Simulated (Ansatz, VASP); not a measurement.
# Al4Ni in VASP and in Ansatz

```
Al Ni
1.0
     0.00000    0.00000    2.60396
     3.91162   -3.91162   -1.30198
     7.82324    7.82324    0.00000
Al Ni
8 2
Direct
  0.36361 0.72722 0.36312
  0.86361 0.72722 0.86312
  0.13639 0.27278 0.13688
  0.63639 0.27278 0.63688
  0.86312 0.72625 0.13639
  0.36312 0.72625 0.63639
  0.63688 0.27375 0.36361
  0.13688 0.27375 0.86361
  0.50000 0.00000 0.00000
  0.00000 0.00000 0.50000
```

Alike in both runs: task single point; functional PBE; k mesh 8 × 8 × 2; occupations gaussian, width 0.2 eV; no spin polarisation.

|  | VASP | Ansatz |
| --- | --- | --- |
| version | VASP 6.6.1 | Ansatz 0.2.0 |
| potentials or method | VASP PAW PBE potentials, release 64 (Al, Ni), cutoff 520 eV | scalar-relativistic, plane waves, PAW |
| valence electrons in the cell | 44 | 60 |

```tsv
	VASP	Ansatz	Ansatz less VASP
gap on the k mesh at the Fermi level (eV)	none	none	-
pressure (GPa)	0.2	0.0	-0.21
traceless stress, the component that is largest in VASP (GPa)	1.20	1.10	-0.093
rms of the force components (eV/Å)	0.005	0.005	-0.0003
```

Atom by atom the forces differ by 0.000 eV/Å (rms over components). A gap of «none» marks a metal or a gap that the smearing closes. With one functional, cell and mesh, what is left measures potentials, basis and numerics. VASP's potentials hold 44 valence electrons a cell and Ansatz's 60, so a difference there can come from the potentials and not from the codes.
